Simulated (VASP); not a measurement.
# ZnCu4 (Cu (100), 5 layers) in VASP: single point with PBE

Aim: the single point of ZnCu4 (Cu (100), 5 layers) with PBE.

Program: VASP 6.6.1. These are calculated values, not measurements. Logs are shortened: lines on timing, memory, paths and dates and some standing lists are left out, and cuts for length are marked.

**1. The cell of the first run**

The cell holds a slab with vacuum, 5 atoms: a = 2.567 Å, b = 2.567 Å, c = 23.259 Å, α = 90.00°, β = 90.00°, γ = 90.00°.

**2. Single point, PBE**

INCAR reads:

```
SYSTEM = ZnCu4
PREC = Accurate
ENCUT = 520
EDIFF = 1E-6
ISMEAR = -1
SIGMA = 0.1
LREAL = .False.
LASPH = .True.
NELM = 60
ALGO = Normal
ISIF = 2
LWAVE = .False.
LCHARG = .False.
LDIPOL = .True.
IDIPOL = 3
DIPOL = 0.5 0.5 0.500
GGA = PE
NBANDS = 36
```

KPOINTS reads:

```
regular mesh
0
Gamma
  14 14 1
  0 0 0
```

POSCAR reads:

```
ZnCu4
1.0
    2.5665139635      0.0000000000      0.0000000000
    0.0000000000      2.5665139635      0.0000000000
    0.0000000000      0.0000000000     23.2592000000
Cu Zn
4 1
Direct
    0.0000000000      0.0000000000      0.3463542678
    0.5000000000      0.5000000000      0.4217372054
    0.5000000000      0.5000000000      0.5782627953
    0.0000000000      0.0000000000      0.6536457339
    0.0000000000      0.0000000000      0.4999999976
```

Potentials or basis: VASP PAW PBE potentials, release 64 (Cu, Zn).

On the command line:

```sh
> cat potpaw_PBE.64/Cu/POTCAR potpaw_PBE.64/Zn/POTCAR > POTCAR
> mpirun -np 1 vasp_std > vasp.out
```

OUTCAR:

```text
SYSTEM = ZnCu4
   PREC = Accurate
   ENCUT = 520
   EDIFF = 1E-6
   ISMEAR = -1
   LREAL = .False.
   LASPH = .True.
   NELM = 60
   ISIF = 2
   GGA = PE

 ion  position               nearest neighbor table
   1  0.000  0.000  0.346-   2 2.52   2 2.52   2 2.52   2 2.52
   2  0.500  0.500  0.422-   1 2.52   1 2.52   1 2.52   1 2.52   5 2.57   5 2.57   5 2.57   5 2.57

   3  0.500  0.500  0.578-   4 2.52   4 2.52   4 2.52   4 2.52   5 2.57   5 2.57   5 2.57   5 2.57

   4  0.000  0.000  0.654-   3 2.52   3 2.52   3 2.52   3 2.52
   5  0.000  0.000  0.500-   2 2.57   2 2.57   2 2.57   2 2.57   3 2.57   3 2.57   3 2.57   3 2.57

  LATTYP: Found a simple tetragonal cell.
 ALAT       =     2.5665139635
 C/A-ratio  =     9.0625651490

  Lattice vectors:

 A1 = (   2.5665139635,   0.0000000000,   0.0000000000)
 A2 = (   0.0000000000,   2.5665139635,   0.0000000000)
 A3 = (   0.0000000000,   0.0000000000,  23.2592000000)

Analysis of symmetry for initial positions (statically):
=====================================================================
 Subroutine PRICEL returns:
 Original cell was already a primitive cell.

 Routine SETGRP: Setting up the symmetry group for a
 simple tetragonal supercell.

 Subroutine GETGRP returns: Found 16 space group operations
 (whereof 16 operations were pure point group operations)
 out of a pool of 16 trial point group operations.

The static configuration has the point symmetry D_4h.

Analysis of symmetry for dynamics (positions and initial velocities):
=====================================================================
 Subroutine PRICEL returns:
 Original cell was already a primitive cell.

 Routine SETGRP: Setting up the symmetry group for a
 simple tetragonal supercell.

 Subroutine GETGRP returns: Found 16 space group operations
 (whereof 16 operations were pure point group operations)
 out of a pool of 16 trial point group operations.

The dynamic configuration has the point symmetry D_4h.

 Subroutine INISYM returns: Found 16 space group operations
 (whereof 16 operations are pure point group operations),
 and found     1 'primitive' translations

----------------------------------------------------------------------------------------

                                     Primitive cell

  volume of cell :     153.2082

  direct lattice vectors                    reciprocal lattice vectors
     2.566513963  0.000000000  0.000000000     0.389633571  0.000000000  0.000000000
     0.000000000  2.566513963  0.000000000     0.000000000  0.389633571  0.000000000
     0.000000000  0.000000000 23.259200000     0.000000000  0.000000000  0.042993740

  length of vectors
     2.566513963  2.566513963 23.259200000     0.389633571  0.389633571  0.042993740

  position of ions in fractional coordinates (direct lattice)
     0.000000000  0.000000000  0.346354268
     0.500000000  0.500000000  0.421737205
     0.500000000  0.500000000  0.578262795
     0.000000000  0.000000000  0.653645734
     0.000000000  0.000000000  0.499999998

  ion indices of the primitive-cell ions
   primitive index   ion index
                 1           1
                 2           2
                 3           3
                 4           4
                 5           5

----------------------------------------------------------------------------------------

 KPOINTS: regular mesh

Automatic generation of k-mesh.
 Grid dimensions read from file:
 generate k-points for:   14   14    1

 Generating k-lattice:

  Cartesian coordinates                     Fractional coordinates (reciprocal lattice)
     0.027830969  0.000000000  0.000000000     0.071428571  0.000000000  0.000000000
     0.000000000  0.027830969  0.000000000     0.000000000  0.071428571  0.000000000
     0.000000000  0.000000000  0.042993740     0.000000000  0.000000000  1.000000000

  Length of vectors
     0.027830969  0.027830969  0.042993740

  Shift w.r.t. Gamma in fractional coordinates (k-lattice)
     0.000000000  0.000000000  0.000000000

 Subroutine IBZKPT returns following result:
 ===========================================

 Found     36 irreducible k-points:

 Following reciprocal coordinates:
            Coordinates               Weight
  0.000000  0.000000  0.000000      1.000000
  0.071429  0.000000  0.000000      4.000000
  0.142857  0.000000  0.000000      4.000000
  0.214286  0.000000  0.000000      4.000000
  0.285714  0.000000  0.000000      4.000000
  0.357143  0.000000  0.000000      4.000000
[... 16 lines left out ...]
  0.285714  0.214286  0.000000      8.000000
  0.357143  0.214286  0.000000      8.000000
 [... further k-points ...]
   k-points           NKPTS =     36   k-points in BZ     NKDIM =     36   number of bands    NBANDS=     36
   number of dos      NEDOS =    301   number of ions     NIONS =      5
   total plane-waves  NPLWV =  72000
   dimension x,y,z NGX =    20 NGY =   20 NGZ =  180
   dimension x,y,z NGXF=    40 NGYF=   40 NGZF=  360
   ions per type =               4   1
   NGX,Y,Z   is equivalent  to a cutoff of  12.95, 12.95, 12.87 a.u.
   NGXF,Y,Z  is equivalent  to a cutoff of  25.91, 25.91, 25.73 a.u.
 SYSTEM =  ZnCu4
   PREC   = accura    normal or accurate (medium, high low for compatibility)
   ISTART =      0    job   : 0-new  1-cont  2-samecut
   ICHARG =      2    charge: 1-file 2-atom 10-const
   ISPIN  =      1    spin polarized calculation?
   LNONCOLLINEAR =      F non collinear calculations
   LSORBIT =      F    spin-orbit coupling
   LASPH  =      T    aspherical Exc in radial PAW
   ENCUT  =  520.0 eV  38.22 Ry    6.18 a.u.   4.77  4.77 43.25*2*pi/ulx,y,z
   NELM   =     60;   NELMIN=  2; NELMDL= -5     # of ELM steps
   EDIFF  = 0.1E-05   stopping-criterion for ELM
   LREAL  =      F    real-space projection
   EDIFFG = 0.1E-04   stopping-criterion for IOM
   NSW    =      0    number of steps for IOM
   IBRION =     -1    ionic relax: 0-MD 1-quasi-New 2-CG
   NFREE  =      0    steps in history (QN), initial steepest desc. (CG)
   ISIF   =      2    stress and relaxation
   ISYM   =      2    0-nonsym 1-usesym 2-fastsym
   POTIM  = 0.5000    time-step for ionic-motion
   TEBEG  =    0.0;   TEEND  =   0.0 temperature during run
   PSTRESS=    0.0 pullay stress
   NELECT =      56.0000    total number of electrons
   NUPDOWN=      -1.0000    fix difference up-down
   EMIN   =  10.00;   EMAX   =-10.00  energy-range for DOS
   EFERMI =   0.00;   METHOD = LEGACY
   ISMEAR =    -1;   SIGMA  =   0.10  broadening in eV -4-tet -1-fermi 0-gaus
   EFERMI_NEDOS =   21; number of points for ismear=-14 and -15
   IALGO  =     38    algorithm
   IMIX   =      4    mixing-type and parameters
     AMIX     =   0.40;   BMIX     =  1.00
     AMIX_MAG =   1.60;   BMIX_MAG =  1.00
  volume/ion in A,a.u.               =      30.64       206.78
  Fermi-wavevector in a.u.,A,eV,Ry     =   1.170515  2.211952 18.641402  1.370104
  Thomas-Fermi vector in A             =   2.306972
   LORBIT       =      0    0 simple, 1 ext, 2 COOP (PROOUT), +10 PAW based schemes
   GGA     = PE    functional components
   LHFCALC =     F    Hartree Fock is set to
   AEXX    =    0.0000 exact exchange contribution
   IVDW    =     0    specifies the selected vdW correction
   LEPSILON=     F    determine dielectric tensor
   LRPA    =     F    only Hartree local field effects (RPA)
 non-spin polarized calculation
  energy-cutoff  :      520.00
  volume of cell :      153.21
 maximum number of plane-waves:      4174
 NGX is ok and might be reduce to    20
   NGX =  9   NGY =  9   NGZ = 87

 number of electron      55.9999902 magnetization

 dipolmoment           0.000000      0.000000      0.000000 electrons x Angstroem

 Free energy of the ion-electron system (eV)
  ---------------------------------------------------
  ext. energy  EPLUGINS =         0.00000000
  ---------------------------------------------------
  free energy    TOTEN  =       -14.93151755 eV

  energy without entropy =      -14.87570998  energy(sigma->0) =      -14.90361377

 E-fermi :   0.0707     XC(G=0):  -5.7521

 val. band max:        0.0457347854   @ k =   0.5000   0.0714   0.0000
 cond. band min:       0.1004183867   @ k =   0.3571   0.0000   0.0000
 fundamental gap:      0.0546836013
 Fermi energy:         0.0707222941

 k-point     1 :       0.0000    0.0000    0.0000
  band No.  band energies     occupation
      1     -10.2247      2.00000
      2      -8.3343      2.00000
      3      -8.1874      2.00000
      4      -8.0991      2.00000
      5      -7.2764      2.00000
      6      -7.2764      2.00000
[... 28 lines left out ...]
     35       6.7576      0.00000
     36       7.4077      0.00000

 k-point     2 :       0.0714    0.0000    0.0000
  band No.  band energies     occupation
      1     -10.1044      2.00000
      2      -8.3088      2.00000
      3      -8.1451      2.00000
      4      -8.0229      2.00000
      5      -7.2730      2.00000
      6      -7.2723      2.00000
[... 28 lines left out ...]
     35       6.8743      0.00000
     36       7.5023      0.00000

 k-point     3 :       0.1429    0.0000    0.0000
  band No.  band energies     occupation
      1      -9.7525      2.00000
      2      -8.2406      2.00000
      3      -8.0217      2.00000
      4      -7.8883      2.00000
      5      -7.2633      2.00000
      6      -7.1580      2.00000
[... 28 lines left out ...]
     35       7.2243      0.00000
     36       7.7827      0.00000

 k-point     4 :       0.2143    0.0000    0.0000
  band No.  band energies     occupation
      1      -9.2094      2.00000
      2      -8.1208      2.00000
      3      -7.8889      2.00000
      4      -7.8423      2.00000
      5      -7.2495      2.00000
      6      -7.1970      2.00000
[... 28 lines left out ...]
     35       6.2642      0.00000
     36       7.7994      0.00000

 k-point     5 :       0.2857    0.0000    0.0000
  band No.  band energies     occupation
      1      -8.6413      2.00000
      2      -7.9856      2.00000
      3      -7.8650      2.00000
      4      -7.6027      2.00000
      5      -7.2900      2.00000
      6      -7.2343      2.00000
[... 655 lines left out ...]
 k-point    22 :       0.2143    0.2143    0.0000
  band No.  band energies     occupation
      1      -8.2993      2.00000
      2      -7.8601      2.00000
      3      -7.7881      2.00000
      4      -7.7180      2.00000
      5      -7.5409      2.00000
      6      -7.2396      2.00000
[... 28 lines left out ...]
     35       7.2328      0.00000
     36       7.7607      0.00000

 k-point    23 :       0.2857    0.2143    0.0000
  band No.  band energies     occupation
      1      -8.0063      2.00000
      2      -7.8650      2.00000
      3      -7.7121      2.00000
      4      -7.6128      2.00000
      5      -7.5658      2.00000
      6      -6.8993      2.00000
[... 28 lines left out ...]
     35       7.5652      0.00000
     36       7.9093      0.00000

 k-point    24 :       0.3571    0.2143    0.0000
  band No.  band energies     occupation
      1      -7.9738      2.00000
      2      -7.9422      2.00000
      3      -7.6699      2.00000
      4      -7.5486      2.00000
      5      -7.5099      2.00000
      6      -6.0887      2.00000
[... 28 lines left out ...]
     35       8.0201      0.00000
     36       8.2466      0.00000

 [... further k-points ...]

------------------------ aborting loop because EDIFF is reached ----------------------------------------

 vacuum level on the upper side and lower side of the slab       (xc-potential included)        -0.164        -0.164

  FORCE on cell =-STRESS in cart. coord.  units (eV):
  Direction    XX          YY          ZZ          XY          YZ          ZX
  --------------------------------------------------------------------------------------
  -------------------------------------------------------------------------------------
  Total        1.1848733      1.1848733      1.8074888      0.0000000     -0.0000000      0.0000000
  in kB       12.3908317     12.3908317     18.9018432      0.0000000     -0.0000000      0.0000000
  external PRESSURE =      14.5611689 kB  Pullay stress =       0.0000000 kB

 VOLUME and BASIS-vectors are now :
 -----------------------------------------------------------------------------
  energy-cutoff  :      520.00
  volume of cell :      153.21
      direct lattice vectors                 reciprocal lattice vectors
     2.566513963  0.000000000  0.000000000     0.389633571  0.000000000  0.000000000
     0.000000000  2.566513963  0.000000000     0.000000000  0.389633571  0.000000000
     0.000000000  0.000000000 23.259200000     0.000000000  0.000000000  0.042993740

 POSITION                                       TOTAL-FORCE (eV/Angst)
 -----------------------------------------------------------------------------------
      0.00000      0.00000      8.05592         0.000000      0.000000     -0.111489
      1.28326      1.28326      9.80927         0.000000      0.000000     -0.290147
      1.28326      1.28326     13.44993         0.000000      0.000000      0.290147
      0.00000      0.00000     15.20328        -0.000000      0.000000      0.111489
      0.00000      0.00000     11.62960         0.000000      0.000000      0.000000
 -----------------------------------------------------------------------------------
    total drift:                               -0.000000     -0.000000      0.000002

  FREE ENERGIE OF THE ION-ELECTRON SYSTEM (eV)
  ---------------------------------------------------
  free  energy   TOTEN  =       -14.9315175526 eV

  energy  without entropy=      -14.8757099791  energy(sigma->0) =      -14.90361377

 vacuum level on the upper side and lower side of the slab         4.405         4.405
```

Wall time 2.5 min (1 thread of Intel Xeon 6975P-C (Granite Rapids), shared host); peak memory 0.35 GiB.

Results:

| Item | Value |
| --- | --- |
| Free energy | -14.9315 eV |
| Largest force | 0.290 eV/Å |
| Band gap on the k mesh | zero (band 28 reaches 3.38 eV, above the bottom of band 29 at -1.57 eV) |

Forces on the atoms (eV/Å):
```
Cu   0.000  0.000 -0.111
Cu   0.000  0.000 -0.290
Cu   0.000  0.000  0.290
Cu   0.000  0.000  0.111
Zn   0.000  0.000  0.000
```
